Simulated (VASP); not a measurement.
# TaH4 (I4/m) in VASP: notebook, part 2 of 2

VASP 6.6.1. Earlier steps stand in the parts before.

## (3) Relaxation of cell and atoms, PBE

This run uses another cell than the first one, of 9.55 Å³/atom.

INCAR

```
  ALGO = Normal
  EDIFF = 1E-6
  EDIFFG = -0.08
  ENCUT = 600
  GGA = PE
  IBRION = 2
  ISIF = 3
  ISMEAR = 0
  LASPH = True
  LCHARG = False
  LREAL = False
  LWAVE = False
  NELM = 60
  NSW = 36
  PREC = Accurate
  SIGMA = 0.15
```

KPOINTS

```
k-points
0
Gamma
  5 5 5
```

POSCAR

```
TaH4
1.0
   -3.0364844300      3.0364844300      1.2951678700
    3.0364844300     -3.0364844300      1.2951678700
    3.0364844300      3.0364844300     -1.2951678700
Ta H
1 4
Direct
    0.5000000000      0.5000000000      0.0000000000
    0.1000000000      0.7000000000      0.8000000000
    0.7000000000      0.9000000000      0.6000000000
    0.3000000000      0.1000000000      0.4000000000
    0.9000000000      0.3000000000      0.2000000000
```

Potentials or basis: VASP PAW PBE potentials, release 64 (Ta_pv, H).

Started as:

```console
> cat potpaw_PBE.64/Ta_pv/POTCAR potpaw_PBE.64/H/POTCAR > POTCAR
> mpirun -np 1 vasp_std > vasp.out
```

OUTCAR:

```text
EDIFF = 1E-6
   EDIFFG = -0.08
   ENCUT = 600
   GGA = PE
   IBRION = 2
   ISIF = 3
   ISMEAR = 0
   LASPH = True
   LREAL = False
   NELM = 60
   NSW = 36
   PREC = Accurate

 ion  position               nearest neighbor table
   1  0.500  0.500  0.000-
   2  0.100  0.700  0.800-
   3  0.700  0.900  0.600-
   4  0.300  0.100  0.400-
   5  0.900  0.300  0.200-

  LATTYP: Found a body centered tetragonal cell.
 ALAT       =     6.0729688600
 C/A-ratio  =     0.4265353239

  Lattice vectors:

 A1 = (  -3.0364844300,   3.0364844300,   1.2951678700)
 A2 = (   3.0364844300,  -3.0364844300,   1.2951678700)
 A3 = (   3.0364844300,   3.0364844300,  -1.2951678700)

Analysis of symmetry for initial positions (statically):
=====================================================================
 Subroutine PRICEL returns:
 Original cell was already a primitive cell.

 Routine SETGRP: Setting up the symmetry group for a
 body centered tetragonal supercell.

 Subroutine GETGRP returns: Found  8 space group operations
 (whereof  8 operations were pure point group operations)
 out of a pool of 16 trial point group operations.

The static configuration has the point symmetry C_4h.

Analysis of symmetry for dynamics (positions and initial velocities):
=====================================================================
 Subroutine PRICEL returns:
 Original cell was already a primitive cell.

 Routine SETGRP: Setting up the symmetry group for a
 body centered tetragonal supercell.

 Subroutine GETGRP returns: Found  8 space group operations
 (whereof  8 operations were pure point group operations)
 out of a pool of 16 trial point group operations.

The dynamic configuration has the point symmetry C_4h.

 Subroutine INISYM returns: Found  8 space group operations
 (whereof  8 operations are pure point group operations),
[... 98 lines left out ...]
   EDIFF  = 0.1E-05   stopping-criterion for ELM
   LREAL  =      F    real-space projection
   EDIFFG = -.8E-01   stopping-criterion for IOM
   NSW    =     36    number of steps for IOM
   IBRION =      2    ionic relax: 0-MD 1-quasi-New 2-CG
   NFREE  =      1    steps in history (QN), initial steepest desc. (CG)
   ISIF   =      3    stress and relaxation
   ISYM   =      2    0-nonsym 1-usesym 2-fastsym
   POTIM  = 0.5000    time-step for ionic-motion
   TEBEG  =    0.0;   TEEND  =   0.0 temperature during run
   PSTRESS=    0.0 pullay stress
   NELECT =      15.0000    total number of electrons
   NUPDOWN=      -1.0000    fix difference up-down
   EMIN   =  10.00;   EMAX   =-10.00  energy-range for DOS
   EFERMI =   0.00;   METHOD = LEGACY
   ISMEAR =     0;   SIGMA  =   0.15  broadening in eV -4-tet -1-fermi 0-gaus
   EFERMI_NEDOS =   21; number of points for ismear=-14 and -15
   IALGO  =     38    algorithm
   IMIX   =      4    mixing-type and parameters
     AMIX     =   0.40;   BMIX     =  1.00
     AMIX_MAG =   1.60;   BMIX_MAG =  1.00
  volume/ion in A,a.u.               =       9.55        64.47
  Fermi-wavevector in a.u.,A,eV,Ry     =   1.112746  2.102784 16.846769  1.238203
  Thomas-Fermi vector in A             =   2.249323
   LORBIT       =      0    0 simple, 1 ext, 2 COOP (PROOUT), +10 PAW based schemes
   GGA     = PE    functional components
   LHFCALC =     F    Hartree Fock is set to
   AEXX    =    0.0000 exact exchange contribution
   IVDW    =     0    specifies the selected vdW correction
   LEPSILON=     F    determine dielectric tensor
   LRPA    =     F    only Hartree local field effects (RPA)
 conjugate gradient relaxation of ions
 non-spin polarized calculation
 Gauss-broadening in eV      SIGMA  =   0.15
  energy-cutoff  :      600.00
  volume of cell :       47.77
 maximum number of plane-waves:      1613
   NGX = 17   NGY = 17   NGZ = 17

--------------------------------------- Ionic step        1  -------------------------------------------

 number of electron      14.9999999 magnetization

 Free energy of the ion-electron system (eV)
  ---------------------------------------------------
  ext. energy  EPLUGINS =         0.00000000
  ---------------------------------------------------
  free energy    TOTEN  =       -21.52957897 eV

  energy without entropy =      -21.51966486  energy(sigma->0) =      -21.52462192

 E-fermi :   1.1845     XC(G=0):  -9.6582

 val. band max:        1.0528891275   @ k =  -0.4000   0.4000   0.2000
 cond. band min:       1.1900666996   @ k =  -0.2000   0.4000   0.2000
 fundamental gap:      0.1371775721
 Fermi energy:         1.1845072504
[... 703 lines left out ...]
  FREE ENERGIE OF THE ION-ELECTRON SYSTEM (eV)
  ---------------------------------------------------
  free  energy   TOTEN  =       -23.8110854515 eV

  energy  without entropy=      -23.7942635134  energy(sigma->0) =      -23.80267448

[... ionic steps 4 to 11 ...]

--------------------------------------- Ionic step       12  -------------------------------------------

 number of electron      15.0000000 magnetization

------------------------ aborting loop because EDIFF is reached ----------------------------------------
[... 73 lines left out ...]
--------------------------------------- Ionic step       14  -------------------------------------------

 number of electron      15.0000000 magnetization

 Free energy of the ion-electron system (eV)
  ---------------------------------------------------
  ext. energy  EPLUGINS =         0.00000000
  ---------------------------------------------------
  free energy    TOTEN  =       -24.66357248 eV

  energy without entropy =      -24.65231517  energy(sigma->0) =      -24.65794383

 E-fermi :   5.1985     XC(G=0): -11.7772

 val. band max:        5.1725900589   @ k =  -0.4000   0.4000   0.0000
 cond. band min:       5.4073217916   @ k =   0.4000   0.2000  -0.0000
 fundamental gap:      0.2347317327
 Fermi energy:         5.1985174661
[... 324 lines left out ...]
  FREE ENERGIE OF THE ION-ELECTRON SYSTEM (eV)
  ---------------------------------------------------
  free  energy   TOTEN  =       -24.6635724833 eV

  energy  without entropy=      -24.6523151693  energy(sigma->0) =      -24.65794383

 reached required accuracy - stopping structural energy minimisation
```

Wall time 72 s (1 thread of Intel Xeon 6975P-C (Granite Rapids), shared host); peak memory 0.23 GiB.

Results:

```
Free energy                           : -24.6636 eV
Relaxed volume                        : 5.99 Å³/atom
Relaxed cell                          : a = 3.532 Å, b = 3.532 Å, c = 3.532 Å, α = 99.56°, β = 99.56°, γ = 131.90°
Space group after relaxing (to 0.1 Å) : I4/m (No. 87)
Energy gained by relaxing             : 626.8 meV/atom
Ionic steps                           : 14
Pressure after relaxing               : -0.5 GPa
Largest force after relaxing          : 0.037 eV/Å
Band gap on the k mesh                : zero (an odd number of electrons rules out a gap without spin polarisation)
```

Forces on the atoms (eV/Å):
```
Ta   0.000  0.000  0.000
H    0.023 -0.029  0.000
H    0.029  0.023  0.000
H   -0.029 -0.023  0.000
H   -0.023  0.029  0.000
```

The path:
```csv
step,energy change (eV),largest force (eV/Å),pressure (GPa),volume (Å³)
1,0.0000,1.7644,-19.27,47.77
2,-1.6308,1.1195,-10.92,40.17
3,-2.2815,0.0622,5.47,34.31
4,-2.3042,0.2658,10.99,33.06
5,-2.7486,0.6174,-2.90,33.30
6,-2.7802,0.7029,-7.10,33.30
7,-2.7821,0.6817,-6.17,33.31
8,-2.9398,0.6363,-5.17,31.83
9,-3.0282,0.4459,0.22,29.82
10,-3.1122,0.1628,1.48,29.58
11,-3.1276,0.0583,2.47,29.43
12,-3.1279,0.0687,2.55,29.41
13,-3.1332,0.0392,-1.60,30.14
14,-3.1340,0.0372,-0.52,29.94
```

Final structure:
```yaml
crystal:
  lattice:
    - [-2.28058, 2.28058, 1.43919]
    - [2.28058, -2.28058, 1.43919]
    - [2.28058, 2.28058, -1.43919]
  atoms:
    - { symbol: Ta, position: [0.50000, 0.50000, 0.00000] }
    - { symbol: H, position: [0.10987, 0.70558, 0.81545] }
    - { symbol: H, position: [0.70558, 0.89013, 0.59571] }
    - { symbol: H, position: [0.29442, 0.10987, 0.40429] }
    - { symbol: H, position: [0.89013, 0.29442, 0.18455] }
```

Caveat: the k points lie up to 0.52 Å⁻¹ apart in the final cell, too coarse for converged energies and pressures of a metal; the volume moved by over 15 % at a fixed basis, so the end points are rough; spin-orbit coupling is left out, which moves the levels of the heavy elements; an odd number of electrons without spin polarisation forces a metal; a magnetic or distorted state may lie lower; the relaxation stopped at a loose force limit of 0.08 eV/Å, so its end isn't a converged minimum.

The gap in the log of VASP goes by the Fermi energy; the results here count the filled bands.